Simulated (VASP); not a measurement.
Set up this calculation in VASP 6.6.1, as the native input.

```
Task                   : single point
Functional             : LDA
Potentials or basis    : VASP PAW LDA potentials, release 64 (Sc_sv, Al)
Cutoff                 : 520 eV
k mesh                 : 12 × 12 × 12
Occupations            : fermi-dirac, width 0.1 eV
Spin                   : no spin polarisation
Dipole correction      : no
Further INCAR settings : ALGO = Normal; EDIFF = 1e-06; NBANDS = 14
```

The structure of ScAl lies in POSCAR:

```
ScAl
1.0
    3.3088367775      0.0000000000      0.0000000000
    0.0000000000      3.3088367775      0.0000000000
    0.0000000000      0.0000000000      3.3088367775
Sc Al
1 1
Direct
    0.5000000000      0.5000000000      0.5000000000
    0.0000000000      0.0000000000      0.0000000000
```

One way to write it, as run:

INCAR

```
SYSTEM = ScAl
PREC = Accurate
ENCUT = 520
EDIFF = 1E-6
ISMEAR = -1
SIGMA = 0.1
LREAL = .False.
LASPH = .True.
NELM = 80
ALGO = Normal
ISIF = 2
LWAVE = .False.
LCHARG = .True.
GGA = CA
LELF = .True.
LVHAR = .True.
NBANDS = 14
```

KPOINTS

```
Automatic mesh
0
Gamma
  12 12 12
  0 0 0
```

Potentials or basis: VASP PAW LDA potentials, release 64 (Sc_sv, Al).

Run with:

```console
$ cat potpaw_LDA.64/Sc_sv/POTCAR potpaw_LDA.64/Al/POTCAR > POTCAR
$ mpirun -np 1 vasp_std > vasp.out
```

Results of the run:

* Pressure: 0.2 GPa
* Band gap on the k mesh: zero (band 7 reaches 6.57 eV, above the bottom of band 8 at 5.41 eV)

Wall time 40 s on 1 thread of Intel(R) Xeon(R) Platinum 8259CL CPU @ 2.50GHz (Skylake/Cascade Lake), on a shared host, peak memory 0.17 GiB.
